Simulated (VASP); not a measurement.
The system is SbS2.

```xyz
6
Lattice="5.9668 0.0000 0.0000 0.0000 6.1485 0.0000 0.0000 0.0000 4.0161" Properties=species:S:1:pos:R:3 pbc="T T T"
Sb    2.9834    3.0742    2.0081
Sb    0.0000    0.0000    0.0000
S     1.3425    5.0725    2.0081
S     4.3259    4.1502    0.0000
S     4.6243    1.0760    2.0081
S     1.6409    1.9983    0.0000
```

- Program: VASP 6.6.1
- Task: relaxation of cell and atoms
- Functional: PBE
- Potentials or basis: VASP PAW PBE potentials, release 64 (Sb, S)
- Cutoff: 600 eV
- k mesh: 6 × 6 × 10
- Occupations: gaussian, width 0.1 eV
- Spin: no spin polarisation

At the start: pressure 1.1 GPa; volume 24.56 Å³/atom.

**Question.** Where does the relaxation end?

**Answer.** Over 11 steps the energy falls by 7.2 meV/atom and the volume is 25.11 Å³/atom (+2.2 %); space group Pnnm (No. 58, to 0.1 Å) before and after.

Step by step:
| step | energy change (eV) | largest force (eV/Å) | pressure (GPa) | volume (Å³) |
| --- | --- | --- | --- | --- |
| 1 | 0.0000 | 0.3330 | 1.15 | 147.34 |
| 2 | -0.0333 | 0.1814 | -0.37 | 151.12 |
| 3 | -0.0340 | 0.1594 | -0.61 | 151.78 |
| 4 | -0.0417 | 0.0220 | 0.05 | 150.57 |
| 5 | -0.0417 | 0.0219 | 0.05 | 150.57 |
| 6 | -0.0420 | 0.0159 | 0.01 | 150.69 |
| 7 | -0.0424 | 0.0030 | -0.12 | 151.03 |
| 8 | -0.0427 | 0.0033 | -0.05 | 150.87 |
| 9 | -0.0428 | 0.0091 | 0.08 | 150.55 |
| 10 | -0.0430 | 0.0024 | 0.04 | 150.61 |
| 11 | -0.0430 | 0.0052 | 0.01 | 150.65 |

Final structure:
```xyz
6
Lattice="5.9779 0.0000 0.0000 0.0000 6.2515 0.0000 0.0000 0.0000 4.0312" Properties=species:S:1:pos:R:3 pbc="T T T"
Sb    2.9889    3.1257    2.0156
Sb    0.0000    0.0000    0.0000
S     1.3146    5.1876    2.0156
S     4.3035    4.1897    0.0000
S     4.6633    1.0639    2.0156
S     1.6744    2.0618    0.0000
```
